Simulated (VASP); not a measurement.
Here is a VASP 6.6.1 calculation.

INCAR

```
SYSTEM = GePt
ALGO = Normal ; EDIFF = 1E-7
ENCUT = 520 ; GGA = PS
ISIF = 2 ; ISMEAR = -1
KPAR = 4 ; LASPH = .True.
LCHARG = .False. ; LREAL = Auto
LWAVE = .False. ; NBANDS = 110
NELM = 60 ; PREC = Accurate
SIGMA = 0.0948
```

File KPOINTS:

```
Automatic mesh
0
Gamma
  4 4 4
  0.5 0.5 0.5
```

File POSCAR:

```
GePt
1.0
    5.7974419504     -3.7369753669      0.0000000000
   -5.7974419504     -3.7369753669      0.0000000000
    0.0000000000      3.7369753669     -6.1527635553
Ge Pt
8 8
Direct
    0.2991669271      0.4687134285      0.4331679539
    0.7320029078      0.9110610181      0.4023153137
    0.2918220447      0.0998078754      0.6102350539
    0.7736732760      0.5630943671      0.5717505587
    0.6802247957      1.0041366202      0.9100317198
    0.1633217989      0.4778915722      0.8972915911
    0.8020463542      0.5474375091      0.0912799582
    0.2990987070     -0.0140230138      0.0797189743
    0.5455635714      0.5392716585      0.7900864313
    0.0530229714      0.0383057908      0.8277984282
    0.9944938666      1.0022569457      0.2023953934
    0.4521057322      0.4336991659      0.1909049469
    0.2578013113      0.7817192783      0.2975079383
    0.7657505313      0.2723779328      0.2897727150
    0.2066760990      0.7191203848      0.6831320531
    0.6921939973      0.1793712687      0.6683313869
```

Potentials or basis: VASP PAW PBE potentials, release 64 (Ge_d, Pt).

Command:

```sh
$ cat potpaw_PBE.64/Ge_d/POTCAR potpaw_PBE.64/Pt/POTCAR > POTCAR
$ mpirun -np 4 vasp_std > vasp.out
```

Problem. Predict the pressure.

Solution. 0.3 GPa.

Problem. What does it give for the band gap on the k mesh?

Solution. Zero (bands 96 and 97 overlap by 0.68 eV).

Problem. Estimate the largest force.

Solution. 2.958 eV/Å.

Forces on the atoms (eV/Å):
```
Ge  -2.001  2.178  0.030
Ge   0.169 -0.268  0.191
Ge  -0.524  1.016  0.759
Ge  -0.529 -0.112 -0.897
Ge   0.486  0.637 -0.705
Ge   0.156  0.435 -0.388
Ge   1.729  0.020 -0.990
Ge   1.292 -1.165 -0.533
Pt  -0.841 -0.282 -0.420
Pt  -1.260  0.179  2.056
Pt  -1.119  0.447 -0.299
Pt  -0.225 -2.183  1.067
Pt   0.763  0.934 -0.229
Pt   0.967  0.123  0.537
Pt   0.939 -0.362  0.004
Pt  -0.001 -1.597 -0.184
```

Caveat: the atoms stand as in a frame of molecular dynamics; the PAW data sets were made with another functional, which shifts forces and pressure a little; spin-orbit coupling is left out, which moves the levels of the heavy elements.
